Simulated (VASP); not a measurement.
# Si62As (a cell with a defect) in VASP: single point with PBE

Aim: the single point of Si62As (a cell with a defect) with PBE.

Everything below comes from runs of VASP 6.6.1. Logs are shortened: lines on timing, memory, paths and dates and some standing lists are left out, and cuts for length are marked.

### Step 1. The cell of the first run

The cell holds a defect, 63 atoms: a = 10.860 Å, b = 10.860 Å, c = 10.860 Å, α = 90.00°, β = 90.00°, γ = 90.00°.

### Step 2. Single point, PBE, collinear spin, zero start

INCAR

```
ALGO     = Normal         # electronic algorithm
EDIFF    = 1E-6           # SCF threshold, eV
ENCUT    = 400            # plane-wave cutoff, eV
GGA      = PE             # functional
GGA_COMPAT= False        
ISIF     = 2              # what is computed and relaxed
ISMEAR   = -1             # smearing method
ISPIN    = 2              # spin polarisation
LASPH    = True           # aspherical terms in the spheres
LCHARG   = False          # write CHGCAR
LORBIT   = 11             # projections on sites
LREAL    = Auto         
LWAVE    = False          # write WAVECAR
MAGMOM   = 0 0 0 0 0 0 0 0 0 0 0 0 0 0 0 0 0 0 0 0 0 0 0 0 0 0 0 0 0 0 0 0 0 0 0 0 0 0 0 0 0 0 0 0 0 0 0 0 0 0 0 0 0 0 0 0 0 0 0 0 0 0 0 # initial moments
NBANDS   = 168            # bands
NELECT   = 251.0        
NELM     = 200            # most SCF steps
PREC     = Accurate       # precision mode
SIGMA    = 0.05           # smearing width, eV
```

KPOINTS

```
k-points
0
Gamma
  1 1 1
```

POSCAR

```
Si62As
1.0
   10.8600000000      0.0000000000      0.0000000000
    0.0000000000     10.8600000000      0.0000000000
    0.0000000000      0.0000000000     10.8600000000
Si As
62 1
Direct
    0.4996058932      0.0004647330      0.0004882136
    0.6254118785      0.1250523020      0.1247889503
    0.7520656538      0.2487904236      0.0008606814
    0.8804520258      0.3694976980      0.1259405157
    0.7500340700     -0.0004669429      0.2500598527
    0.8755727440      0.1242046041      0.3745938306
    0.0075770718     -0.0021479742      0.0071715470
    0.2520120626      0.2428614180      0.0067363720
    0.3746074586      0.3742951197      0.1253469613
    0.5003575506      0.4995932781     -0.0016438306
    0.6239011971      0.6259118785      0.1248498158
    0.7502005525      0.7495000000     -0.0015965930
    0.8755711786      0.8751883978      0.1252454880
    0.3669103131      0.1264152855      0.3665619705
    0.4995366483      0.2493689687      0.2492821363
    0.6247747698      0.3751626151      0.3760634438
    0.7513043278      0.4986552486      0.2497676796
    0.8748769797      0.6251567219      0.3760271639
    0.4947362799      0.0010839779      0.4942624309
    0.6238034070      0.1247566298      0.6235939227
    0.7501986188      0.2511797422      0.5001359116
    0.8758380295      0.3741270718      0.6264133517
    0.7512087477     -0.0000986188      0.7509389503
    0.8803740331      0.1238025783      0.8799874770
    0.0011553407      0.4979578269      0.0009023020
    0.1249490792      0.6246036832      0.1248019337
    0.2496175875      0.7502704420      0.0004238490
    0.3671999079      0.8827778085      0.1232147330
    0.0075907919      0.2422847145      0.2520084715
    0.1257770718      0.3742172192      0.3745726519
    0.2503804788      0.4999164825      0.2501406077
    0.3740665746      0.6269324125      0.3738380295
    0.4948364641      0.7551025783      0.2485549724
    0.6231673112      0.8757324125      0.3738213628
    0.0005041436      0.0002753223      0.4994244015
    0.1249343462      0.1249067219      0.6251223757
    0.2496273481      0.2491618785      0.4993728361
    0.3764046961      0.3751010129      0.6244951197
    0.4993383978      0.5016345304      0.4990939227
    0.6251605893      0.6247645488      0.6249001842
    0.7483604972      0.7504519337      0.4991425414
    0.8747610497      0.8734804788      0.6246174033
    0.2503885820     -0.0005187845      0.7497104052
    0.3746357274      0.1241892265      0.8754419890
    0.5003679558      0.2511409761      0.7500569061
    0.6267903315      0.3739748619      0.8756026703
    0.7501993554      0.4996688766      0.7499619705
    0.8758601289      0.6230971455      0.8756232965
    0.0005379374      0.7504560773      0.2492586556
    0.1234162983      0.8836787293      0.3660825967
   -0.0011845304      0.4996798343      0.5000734807
    0.1251856354      0.6263790976      0.6232927256
    0.2487884899      0.7556946593      0.4939802947
    0.3741441068      0.8758926335      0.6226428177
    0.0010879374      0.2489155617      0.7516250460
    0.1261496317      0.3699374770      0.8797135359
    0.2501083794      0.4990067219      0.7505814917
    0.3763978821      0.6251837937      0.8744088398
    0.4993899632      0.7506708103      0.7479795580
    0.6247600368      0.8736651934      0.8745632597
   -0.0012592081      0.7494878453      0.7500499079
    0.1257256906      0.8751017495      0.8753885820
    0.1873970534      0.0626748619      0.1865044199
```

Potentials or basis: VASP PAW PBE potentials, release 64 (Si, As).

Run with:

```sh
$ cat potpaw_PBE.64/Si/POTCAR potpaw_PBE.64/As/POTCAR > POTCAR
$ mpirun -np 1 vasp_gam > vasp.out
```

OUTCAR:

```text
EDIFF = 1E-6
   ENCUT = 400
   GGA = PE
   ISIF = 2
   ISMEAR = -1
   ISPIN = 2
   LASPH = True
   LORBIT = 11
   LREAL = Auto
   NELECT = 251.0
   NELM = 200
   PREC = Accurate

 ion  position               nearest neighbor table
   1  0.500  0.000  0.000-  28 2.34  44 2.34   2 2.35  60 2.37
   2  0.625  0.125  0.125-   3 2.35  15 2.35   1 2.35   5 2.35
   3  0.752  0.249  0.001-  24 2.35   4 2.35   2 2.35  46 2.36
   4  0.880  0.369  0.126-   3 2.35  25 2.35  29 2.39  17 2.40
   5  0.750  1.000  0.250-  34 2.35  13 2.35   6 2.35   2 2.35
   6  0.876  0.124  0.375-  29 2.34  35 2.34   5 2.35  21 2.37
[... 54 lines left out ...]
  61  0.999  0.749  0.750-  42 2.34  48 2.35  52 2.36  62 2.37
  62  0.126  0.875  0.875-   7 2.34  27 2.34  43 2.35  61 2.37
  63  0.187  0.063  0.187-  50 2.84   7 2.85  28 2.85  14 2.85  29 2.85   8 2.85

  LATTYP: Found a simple cubic cell.
 ALAT       =    10.8600000000

  Lattice vectors:

 A1 = (  10.8600000000,   0.0000000000,   0.0000000000)
 A2 = (   0.0000000000,  10.8600000000,   0.0000000000)
 A3 = (   0.0000000000,   0.0000000000,  10.8600000000)

Analysis of symmetry for initial positions (statically):
=====================================================================
 Subroutine PRICEL returns:
 Original cell was already a primitive cell.

 Routine SETGRP: Setting up the symmetry group for a
 simple cubic supercell.

 Subroutine GETGRP returns: Found  1 space group operations
 (whereof  1 operations were pure point group operations)
 out of a pool of 48 trial point group operations.

The static configuration has the point symmetry C_1 .

Analysis of symmetry for dynamics (positions and initial velocities):
=====================================================================
 Subroutine PRICEL returns:
 Original cell was already a primitive cell.

 Routine SETGRP: Setting up the symmetry group for a
 simple cubic supercell.

 Subroutine GETGRP returns: Found  1 space group operations
 (whereof  1 operations were pure point group operations)
 out of a pool of 48 trial point group operations.

The dynamic configuration has the point symmetry C_1 .

Analysis of structural, dynamic, and magnetic symmetry:
=====================================================================
 Subroutine PRICEL returns:
 Original cell was already a primitive cell.
[... 245 lines left out ...]

 number of electron     250.9999965 magnetization      -0.0000024

 Free energy of the ion-electron system (eV)
  ---------------------------------------------------
  ext. energy  EPLUGINS =         0.00000000
  ---------------------------------------------------
  free energy    TOTEN  =      -343.54249563 eV

  energy without entropy =     -343.47156327  energy(sigma->0) =     -343.50702945

 E-fermi :   5.8702     XC(G=0):  -9.3268

 val. band max:        5.2366338775   @ k =   0.0000   0.0000   0.0000
 cond. band min:       5.8706112001   @ k =   0.0000   0.0000   0.0000
 fundamental gap:      0.6339773226
 Fermi energy:         5.8702155264

 spin component 1

 k-point     1 :       0.0000    0.0000    0.0000
  band No.  band energies     occupation
      1      -6.2293      1.00000
      2      -5.4412      1.00000
      3      -5.1416      1.00000
      4      -5.1413      1.00000
      5      -5.1098      1.00000
      6      -5.1096      1.00000
[... 129 lines left out ...]
    136       6.8193      0.00000
    137       6.9081      0.00000
 Fermi energy:         5.8702155264

 spin component 2

 k-point     1 :       0.0000    0.0000    0.0000
  band No.  band energies     occupation
      1      -6.2293      1.00000
      2      -5.4412      1.00000
      3      -5.1416      1.00000
      4      -5.1413      1.00000
      5      -5.1098      1.00000
      6      -5.1096      1.00000
[... 129 lines left out ...]
    136       6.8193      0.00000
    137       6.9081      0.00000
 [bands above 137 left out]

------------------------ aborting loop because EDIFF is reached ----------------------------------------

  FORCE on cell =-STRESS in cart. coord.  units (eV):
  Direction    XX          YY          ZZ          XY          YZ          ZX
  --------------------------------------------------------------------------------------
  -------------------------------------------------------------------------------------
  Total       -7.7405918     -7.7493394     -7.7226408      1.6861817      1.7158690     -1.7176806
  in kB       -9.6826732     -9.6936154     -9.6602183      2.1092374      2.1463732     -2.1486393
  external PRESSURE =      -9.6788356 kB  Pullay stress =       0.0000000 kB

 VOLUME and BASIS-vectors are now :
 -----------------------------------------------------------------------------
  energy-cutoff  :      400.00
  volume of cell :     1280.82
      direct lattice vectors                 reciprocal lattice vectors
    10.860000000  0.000000000  0.000000000     0.092081031  0.000000000  0.000000000
     0.000000000 10.860000000  0.000000000     0.000000000  0.092081031  0.000000000
     0.000000000  0.000000000 10.860000000     0.000000000  0.000000000  0.092081031

 POSITION                                       TOTAL-FORCE (eV/Angst)
 -----------------------------------------------------------------------------------
      5.42572      0.00505      0.00530        -0.004020      0.004792     -0.004483
      6.79197      1.35807      1.35521        -0.002046     -0.005583      0.001585
      8.16743      2.70186      0.00935         0.002964      0.002277     -0.000699
      9.56171      4.01275      1.36771        -0.005120      0.006922     -0.000153
      8.14537     10.85493      2.71565        -0.002647      0.003477      0.000223
      9.50872      1.34886      4.06809        -0.006795     -0.003702      0.003431
[... 55 lines left out ...]
      1.36538      9.50360      9.50672         0.003525     -0.007659     -0.007552
      2.03513      0.68065      2.02544        -0.013681     -0.005564      0.024165
 -----------------------------------------------------------------------------------
    total drift:                                0.001667      0.002280      0.004115

  FREE ENERGIE OF THE ION-ELECTRON SYSTEM (eV)
  ---------------------------------------------------
  free  energy   TOTEN  =      -343.5424956336 eV

  energy  without entropy=     -343.4715632709  energy(sigma->0) =     -343.50702945

 total charge

# of ion       s       p       d       tot
------------------------------------------
    1        0.742   0.946   0.000   1.687
    2        0.738   0.955   0.000   1.693
    3        0.738   0.953   0.000   1.691
    4        0.741   0.931   0.000   1.672
    5        0.738   0.954   0.000   1.692
    6        0.742   0.946   0.000   1.688
[... 55 lines left out ...]
   62        0.742   0.946   0.000   1.688
   63        1.333   1.243   0.030   2.606
--------------------------------------------------
tot         47.417  59.201   0.030 106.647

 magnetization (x)

# of ion       s       p       d       tot
------------------------------------------
    1        0.000   0.000   0.000   0.000
    2        0.000   0.000   0.000   0.000
    3        0.000   0.000   0.000   0.000
    4       -0.000  -0.000   0.000  -0.000
    5        0.000   0.000   0.000   0.000
    6        0.000  -0.000   0.000  -0.000
[... 55 lines left out ...]
   62        0.000  -0.000   0.000  -0.000
   63        0.000  -0.000  -0.000   0.000
--------------------------------------------------
tot          0.000   0.000  -0.000   0.000
```

Wall time 15 min (1 thread of Intel Xeon 8259CL, shared host); peak memory 1.1 GiB.

Results:

```
Free energy                                           : -343.5425 eV
Largest force                                         : 0.046 eV/Å
Net moment                                            : 0.00 μB per cell
Valence electrons inside the program's atomic spheres : Si 1.69, 1.67, 1.63, 1.68 (each value once); As 2.61
```

Forces in eV/Å, atoms in the order of the input:
```
Si  -0.004  0.005 -0.004
Si  -0.002 -0.006  0.002
Si   0.003  0.002 -0.001
Si  -0.005  0.007  0.000
Si  -0.003  0.003  0.000
Si  -0.007 -0.004  0.003
Si   0.005  0.001  0.006
Si   0.003 -0.014  0.016
Si   0.014  0.009 -0.001
Si  -0.006  0.001  0.011
Si   0.002  0.000 -0.009
Si   0.002  0.004  0.005
Si  -0.003 -0.005  0.003
Si   0.022  0.003  0.019
Si  -0.008  0.000 -0.011
Si   0.002  0.001  0.006
Si  -0.001  0.001 -0.007
Si  -0.003 -0.005  0.009
Si  -0.003 -0.005 -0.003
Si   0.003  0.004 -0.001
Si   0.001  0.000 -0.006
Si  -0.001 -0.001  0.001
Si  -0.001  0.006 -0.002
Si  -0.006  0.002 -0.006
Si  -0.004 -0.003 -0.003
Si   0.005 -0.001  0.003
Si  -0.007  0.006 -0.003
Si   0.010 -0.012 -0.010
Si   0.006 -0.004 -0.012
Si   0.001  0.008  0.004
Si  -0.007  0.005 -0.002
Si   0.002 -0.001  0.000
Si  -0.005  0.004  0.013
Si  -0.001  0.001  0.000
Si   0.007  0.016 -0.012
Si   0.003 -0.005  0.000
Si  -0.009  0.001 -0.007
Si   0.004 -0.002  0.003
Si  -0.001 -0.002 -0.003
Si  -0.007  0.001  0.000
Si   0.005  0.006 -0.006
Si   0.000 -0.005  0.002
Si  -0.005  0.003 -0.003
Si   0.014  0.003 -0.016
Si  -0.008 -0.009  0.000
Si   0.003  0.002  0.000
Si   0.001  0.001 -0.001
Si  -0.002 -0.001  0.000
Si   0.005  0.010 -0.012
Si   0.004 -0.035  0.029
Si   0.003  0.001 -0.006
Si  -0.002  0.001 -0.002
Si   0.000  0.004 -0.002
Si  -0.003 -0.002  0.001
Si  -0.001 -0.001  0.002
Si  -0.006  0.012 -0.010
Si  -0.008 -0.002  0.003
Si   0.003 -0.002  0.004
Si  -0.003  0.001  0.003
Si   0.001 -0.004 -0.002
Si   0.008  0.005 -0.001
Si   0.004 -0.008 -0.008
As  -0.014 -0.006  0.024
```

Caveat: the k points lie up to 0.58 Å⁻¹ apart; the cell carries a net charge on a neutralising background, which shifts energy and pressure; the cell is charged against a uniform background, so pressure and absolute levels hang on convention.
